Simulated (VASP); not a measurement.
A run of VASP 6.6.1:

INCAR

```
SYSTEM = ReS
PREC     = Accurate       ! precision mode
ENCUT    = 520            ! plane-wave cutoff, eV
EDIFF    = 1E-6           ! SCF threshold, eV
ISMEAR   = 0              ! smearing method
SIGMA    = 0.1            ! smearing width, eV
LREAL    = .FALSE.        ! projectors in reciprocal space
LASPH    = .TRUE.         ! aspherical terms in the spheres
NELM     = 150            ! most SCF steps
ALGO     = Normal         ! electronic algorithm
ISIF     = 2              ! what is computed and relaxed
LWAVE    = .FALSE.        ! write WAVECAR
LCHARG   = .FALSE.        ! write CHGCAR
ISPIN    = 2              ! spin polarisation
MAGMOM   = 2 -2 0 0       ! initial moments
LORBIT   = 11             ! projections on sites
LMAXMIX  = 4              ! l up to which the mixer works
GGA      = PE             ! functional
NBANDS   = 25             ! bands
```

File KPOINTS:

```
regular mesh
0
G
  12 12 8
  0 0 0
```

The input POSCAR:

```
ReS
1.0
    3.5948908969      0.0000000000      0.0000000000
   -1.7974454484      3.1132668405      0.0000000000
    0.0000000000      0.0000000000      5.3577963613
Re S
2 2
Direct
    0.0000000000      0.0000000000      0.0000000000
    0.0000000000      0.0000000000      0.5000000000
    0.3333333333      0.6666666667      0.2500000000
    0.6666666667      0.3333333333      0.7500000000
```

Potentials or basis: VASP PAW PBE potentials, release 64 (Re, S).

The run is started by

```bash
$ cat potpaw_PBE.64/Re/POTCAR potpaw_PBE.64/S/POTCAR > POTCAR
$ mpirun -np 1 vasp_std > vasp.out
```

Hardware: 1 thread of Intel(R) Xeon(R) Platinum 8259CL CPU @ 2.50GHz (Skylake/Cascade Lake), with other jobs on the host.

Problem. Estimate the wall time of this run.

Solution. It took 5.4 min on 1 thread of Intel(R) Xeon(R) Platinum 8259CL CPU @ 2.50GHz (Skylake/Cascade Lake) (shared host), peak memory 0.34 GiB. Counts: scf iterations 14, k points 95.
